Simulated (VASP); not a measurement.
# W in VASP: single point with PBE+D3(BJ)

Aim: the single point of W with PBE+D3(BJ).

Everything below comes from runs of VASP 6.6.1. Logs are shortened: lines on timing, memory, paths and dates and some standing lists are left out, and cuts for length are marked.

## (1) The cell of the first run

The cell holds a slab with vacuum, 16 atoms: a = 5.472 Å, b = 5.472 Å, c = 23.702 Å, α = 90.00°, β = 90.00°, γ = 109.47°.

## (2) Single point, PBE+D3(BJ)

File INCAR:

```
PREC     = Accurate       # precision mode
ENCUT    = 520            # plane-wave cutoff, eV
EDIFF    = 1E-6           # SCF threshold, eV
ISMEAR   = 0              # smearing method
SIGMA    = 0.1            # smearing width, eV
LREAL    = Auto         
LASPH    = T              # aspherical terms in the spheres
NELM     = 80             # most SCF steps
ALGO     = Fast           # electronic algorithm
ISIF     = 2              # what is computed and relaxed
LWAVE    = F              # write WAVECAR
LCHARG   = F              # write CHGCAR
LDIPOL   = T            
IDIPOL   = 3            
DIPOL    = 0.5 0.5 0.500
GGA      = PE             # functional
IVDW     = 12             # dispersion correction
NBANDS   = 126            # bands
```

File KPOINTS:

```
regular mesh
0
Gamma
  6 6 1
```

File POSCAR:

```
W
1.0
    5.4723966476      0.0000000000      0.0000000000
   -1.8241322159      5.1594250385      0.0000000000
    0.0000000000      0.0000000000     23.7022897284
W
16
Direct
    0.2500000000      0.2500000000      0.3586151421
    0.2500000000      0.7500000000      0.3586151421
    0.7500000000      0.2500000000      0.3586151421
    0.7500000000      0.7500000000      0.3586151421
    0.5000000000      0.5000000000      0.4528717140
    0.5000000000      0.0000000000      0.4528717140
    0.0000000000      0.5000000000      0.4528717140
    0.0000000000      0.0000000000      0.4528717140
    0.7500000000      0.7500000000      0.5476306616
    0.7500000000      0.2500000000      0.5476306616
    0.2500000000      0.7500000000      0.5476306616
    0.2500000000      0.2500000000      0.5476306616
    0.0000000000      0.0000000000      0.6393841308
    0.0000000000      0.5000000000      0.6393841308
    0.5000000000      0.0000000000      0.6393841308
    0.5000000000      0.5000000000      0.6393841308
```

Potentials or basis: VASP PAW PBE potentials, release 64 (W_sv).

Command:

```bash
$ cat potpaw_PBE.64/W_sv/POTCAR > POTCAR
$ mpirun -np 1 vasp_std > vasp.out
```

OUTCAR:

```text
PREC = Accurate
   ENCUT = 520
   EDIFF = 1E-6
   ISMEAR = 0
   LREAL = Auto
   LASPH = T
   NELM = 80
   ISIF = 2
   GGA = PE
   IVDW = 12
 IVDW          = 12

 ion  position               nearest neighbor table
   1  0.250  0.250  0.359-   5 2.74   8 2.74   3 2.74   3 2.74   2 2.74   2 2.74   7 3.16   6 3.16
                             4 3.16   4 3.16
   2  0.250  0.750  0.359-   6 2.74   7 2.74   4 2.74   4 2.74   1 2.74   1 2.74   5 3.16   8 3.16
                             3 3.16   3 3.16
   3  0.750  0.250  0.359-   6 2.74   7 2.74   1 2.74   1 2.74   4 2.74   4 2.74   5 3.16   8 3.16
                             2 3.16   2 3.16
   4  0.750  0.750  0.359-   5 2.74   8 2.74   2 2.74   2 2.74   3 2.74   3 2.74   7 3.16   6 3.16
                             1 3.16   1 3.16
   5  0.500  0.500  0.453-   1 2.74   4 2.74   7 2.74   7 2.74   6 2.74   6 2.74   9 2.75  12 2.75
                             3 3.16   2 3.16   8 3.16   8 3.16  10 3.17  11 3.17
   6  0.500  0.000  0.453-   2 2.74   3 2.74   8 2.74   8 2.74   5 2.74   5 2.74  10 2.75  11 2.75
                             1 3.16   4 3.16   7 3.16   7 3.16  12 3.17   9 3.17
   7  0.000  0.500  0.453-   2 2.74   3 2.74   5 2.74   5 2.74   8 2.74   8 2.74  10 2.75  11 2.75
                             1 3.16   4 3.16   6 3.16   6 3.16  12 3.17   9 3.17
   8  0.000  0.000  0.453-   1 2.74   4 2.74   6 2.74   6 2.74   7 2.74   7 2.74   9 2.75  12 2.75
                             3 3.16   2 3.16   5 3.16   5 3.16  10 3.17  11 3.17
   9  0.750  0.750  0.548-  13 2.69  16 2.69  11 2.74  11 2.74  10 2.74  10 2.74   5 2.75   8 2.75
[... 23 lines left out ...]
 A1 = (   5.4723966476,   0.0000000000,   0.0000000000)
 A2 = (  -1.8241322159,   5.1594250385,   0.0000000000)
 A3 = (   0.0000000000,   0.0000000000,  23.7022897284)

Analysis of symmetry for initial positions (statically):
=====================================================================
 Subroutine PRICEL returns following result:

  LATTYP: Found a base centered orthorhombic cell.
 ALAT       =     3.1594896776
 B/A-ratio  =     1.4142135624
 C/A-ratio  =     7.5019361185

  Lattice vectors:

 A1 = (   2.7361983238,   0.0000000000,   0.0000000000)
 A2 = (  -0.9120661079,   2.5797125192,   0.0000000000)
 A3 = (   0.0000000000,   0.0000000000,  23.7022897284)

   4 primitive cells build up your supercell.

 Routine SETGRP: Setting up the symmetry group for a
 base centered orthorhombic supercell.

 Subroutine GETGRP returns: Found  4 space group operations
 (whereof  4 operations were pure point group operations)
 out of a pool of  8 trial point group operations.

The static configuration has the point symmetry C_2v.

Analysis of symmetry for dynamics (positions and initial velocities):
=====================================================================
 Subroutine PRICEL returns following result:

  LATTYP: Found a base centered orthorhombic cell.
 ALAT       =     3.1594896776
[... 132 lines left out ...]
  Fermi-wavevector in a.u.,A,eV,Ry     =   1.136670  2.147995 17.578985  1.292019
  Thomas-Fermi vector in A             =   2.273375
   LORBIT       =      0    0 simple, 1 ext, 2 COOP (PROOUT), +10 PAW based schemes
   GGA     = PE    functional components
   LHFCALC =     F    Hartree Fock is set to
   AEXX    =    0.0000 exact exchange contribution
   IVDW    =    12    specifies the selected vdW correction
   LEPSILON=     F    determine dielectric tensor
   LRPA    =     F    only Hartree local field effects (RPA)
 non-spin polarized calculation
 RMM-DIIS sequential band-by-band and
 Gauss-broadening in eV      SIGMA  =   0.10
  energy-cutoff  :      520.00
  volume of cell :      669.22
 maximum number of plane-waves:     18083
 NGX is ok and might be reduce to    42
   NGX = 21   NGY = 21   NGZ = 89

 dipolmoment           0.000000      0.000000      0.388110 electrons x Angstroem

 number of electron     224.0000061 magnetization

 dipolmoment           0.000000      0.000000     -0.012422 electrons x Angstroem

 Free energy of the ion-electron system (eV)
  ---------------------------------------------------
  ext. energy  EPLUGINS =         0.00000000
  ---------------------------------------------------
  free energy    TOTEN  =      -195.75636059 eV

  energy without entropy =     -195.67468473  energy(sigma->0) =     -195.71552266

 E-fermi :   1.4037     XC(G=0):  -6.0670

 val. band max:        1.3976470271   @ k =   0.1667  -0.0000   0.0000
 cond. band min:       1.4076886540   @ k =   0.3333   0.1667   0.0000
 fundamental gap:      0.0100416269
 Fermi energy:         1.4037319526

 k-point     1 :       0.0000    0.0000    0.0000
  band No.  band energies     occupation
      1     -72.7955      2.00000
      2     -72.7324      2.00000
      3     -72.6940      2.00000
      4     -72.6940      2.00000
      5     -72.6710      2.00000
      6     -72.6710      2.00000
[... 1640 lines left out ...]
    123       2.0712      0.00000
    124       2.0940      0.00000
 [bands above 124 left out]

------------------------ aborting loop because EDIFF is reached ----------------------------------------

 vacuum level on the upper side and lower side of the slab       (xc-potential included)        -0.145        -0.066

 Edisp (eV)   -7.98491

 E8    (eV) :    -4.2385

  FORCE on cell =-STRESS in cart. coord.  units (eV):
  Direction    XX          YY          ZZ          XY          YZ          ZX
  --------------------------------------------------------------------------------------
  -------------------------------------------------------------------------------------
  Total     -16.14219   -18.02776    -3.88513    -2.66660     0.00000     0.00000
  in kB     -38.64593   -43.16016    -9.30138    -6.38409     0.00000     0.00000
  external pressure =      -30.37 kB  Pullay stress =        0.00 kB

 VOLUME and BASIS-vectors are now :
 -----------------------------------------------------------------------------
  energy-cutoff  :      520.00
  volume of cell :      669.22
      direct lattice vectors                 reciprocal lattice vectors
     5.472396648  0.000000000  0.000000000     0.182735292  0.064606682  0.000000000
    -1.824132216  5.159425039  0.000000000     0.000000000  0.193820046  0.000000000
     0.000000000  0.000000000 23.702289728     0.000000000  0.000000000  0.042190017

 POSITION                                       TOTAL-FORCE (eV/Angst)
 -----------------------------------------------------------------------------------
      0.91207      1.28986      8.50000         0.000000     -0.000000      0.476847
     -0.00000      3.86957      8.50000         0.000000      0.000000      0.476847
      3.64826      1.28986      8.50000        -0.000000      0.000000      0.476847
      2.73620      3.86957      8.50000         0.000000     -0.000000      0.476847
      1.82413      2.57971     10.73410         0.000000     -0.000000     -0.513091
      2.73620      0.00000     10.73410         0.000000     -0.000000     -0.513091
[... 8 lines left out ...]
      2.73620      0.00000     15.15487         0.000000     -0.000000      0.044085
      1.82413      2.57971     15.15487         0.000000     -0.000000      0.044085
 -----------------------------------------------------------------------------------
    total drift:                                0.000000      0.000000      0.022542

  FREE ENERGIE OF THE ION-ELECTRON SYSTEM (eV)
  ---------------------------------------------------
  free  energy   TOTEN  =      -203.7412669887 eV

  energy  without entropy=     -203.6595911351  energy(sigma->0) =     -203.70042906

 vacuum level on the upper side and lower side of the slab         6.153         6.233
```

Run time: 1.6 h. Hardware: 1 thread of Oxide Virtual Turin-like, shared host; peak memory 0.99 GiB.

What came out:

| Item | Value |
| --- | --- |
| Free energy | -203.7413 eV |
| Largest force | 0.513 eV/Å |
| Band gap on the k mesh | zero (bands 112 and 113 overlap by 1.33 eV) |
| Dispersion energy per atom | -0.499 eV |

Forces on the atoms (eV/Å):
```
W    0.000  0.000  0.477
W    0.000  0.000  0.477
W    0.000  0.000  0.477
W    0.000  0.000  0.477
W    0.000  0.000 -0.513
W    0.000  0.000 -0.513
W    0.000  0.000 -0.513
W    0.000  0.000 -0.513
W    0.000  0.000 -0.008
W    0.000  0.000 -0.008
W    0.000  0.000 -0.008
W    0.000  0.000 -0.008
W    0.000  0.000  0.044
W    0.000  0.000  0.044
W    0.000  0.000  0.044
W    0.000  0.000  0.044
```

Caveat: spin-orbit coupling is left out, which moves the levels of the heavy elements.
